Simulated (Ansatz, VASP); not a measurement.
# Two plane-wave programs on Re

```xyz
1
Lattice="-1.5421 1.5421 1.5421 1.5421 -1.5421 1.5421 1.5421 1.5421 -1.5421" Properties=species:S:1:pos:R:3 pbc="T T T"
Re    0.0000    0.0000    0.0000
```

Alike in both runs: functional PBEsol; k mesh 10 × 10 × 10; occupations gaussian, width 0.1 eV; no spin polarisation.

Ansatz relaxed the structure, and its values are those at the end. VASP's run is a single point on that final structure, the one shown.

|  | VASP | Ansatz |
| --- | --- | --- |
| version | VASP 6.6.1 | Ansatz 0.2.0 |
| potentials or method | VASP PAW PBE potentials, release 64 (Re), cutoff 600 eV | scalar-relativistic, plane waves, PAW |
| valence electrons in the cell | 7 | 15 |

```tsv
	VASP	Ansatz	Ansatz less VASP
gap on the k mesh at the Fermi level (eV)	none	none	-
pressure (GPa)	0.3	0.2	-0.15
```

VASP's potentials were made for PBE, not for PBEsol. A gap of «none» marks a metal or a gap that the smearing closes. VASP's potentials hold 7 valence electrons a cell and Ansatz's 15, so a difference there can come from the potentials and not from the codes.

Spin-orbit coupling is off throughout.
